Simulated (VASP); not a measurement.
Input of a VASP 6.6.1 run:

INCAR

```
SYSTEM = Zr6O11
ALGO = Normal
EDIFF = 1E-7
ENCUT = 520
GGA = PS
ISIF = 2
ISMEAR = 0
ISYM = 0
LASPH = .True.
LCHARG = .False.
LREAL = Auto
LWAVE = .False.
NBANDS = 83
NELM = 80
PREC = Accurate
SIGMA = 0.02
```

The input KPOINTS:

```
Automatic mesh
0
Gamma
  4 4 1
  0.5 0.5 0
```

POSCAR

```
Zr6O11
1.0
    3.5726858804      0.0000000000      0.0000000000
    0.0000000000      3.5847963201      0.0000000000
    0.0000000000      0.0000000000     15.4588554235
Zr O
6 11
Direct
    0.0000000000      0.5000000000      0.0763465596
    0.0000000000      0.5000000000      0.4109303996
    0.0000000000      0.5000000000      0.7459440064
    0.5000000000      0.0000000000      0.2428578417
    0.5000000000      0.0000000000      0.5784222972
    0.5000000000      0.0000000000      0.9113293257
    0.0000000000      0.0000000000      0.1393508132
    0.0000000000      0.0000000000      0.6457136725
    0.0000000000      0.0000000000      0.4775056121
    0.0000000000      0.0000000000      0.8136351361
    0.0000000000      0.0000000000      0.3091214844
    0.5000000000      0.5000000000      0.6772647147
    0.5000000000      0.5000000000      0.0080576856
    0.5000000000      0.5000000000      0.1760790194
    0.5000000000      0.5000000000      0.3430811926
    0.5000000000      0.5000000000      0.5103794752
    0.5000000000      0.5000000000      0.8441697643
```

Potentials or basis: VASP PAW PBE potentials, release 64 (Zr_sv, O).

Launch:

```bash
$ cat potpaw_PBE.64/Zr_sv/POTCAR potpaw_PBE.64/O/POTCAR > POTCAR
$ mpirun -np 1 vasp_std > vasp.out
```

Question: What does it give for the largest force?

Answer: 0.049 eV/Å.

Question: What does it give for the band gap on the k mesh?

Answer: 0.74 eV (least direct gap 1.15 eV).

Question: Estimate the pressure.

Answer: 0.5 GPa.

Forces in eV/Å, atoms in the order of the input:
```
Zr   0.000  0.000 -0.026
Zr   0.000  0.000 -0.017
Zr   0.000  0.000 -0.019
Zr   0.000  0.000 -0.023
Zr   0.000  0.000 -0.021
Zr   0.000  0.000  0.049
O    0.000  0.000  0.043
O    0.000  0.000  0.035
O    0.000  0.000  0.037
O    0.000  0.000  0.040
O    0.000  0.000  0.036
O    0.000  0.000 -0.010
O    0.000  0.000 -0.047
O    0.000  0.000 -0.021
O    0.000  0.000 -0.024
O    0.000  0.000 -0.016
O    0.000  0.000 -0.015
```

Caveat: the k points lie up to 0.44 Å⁻¹ apart; the PAW data sets were made with another functional, which shifts forces and pressure a little; a shifted mesh leaves out Γ, where band edges can lie. A k mesh can miss the band edges.
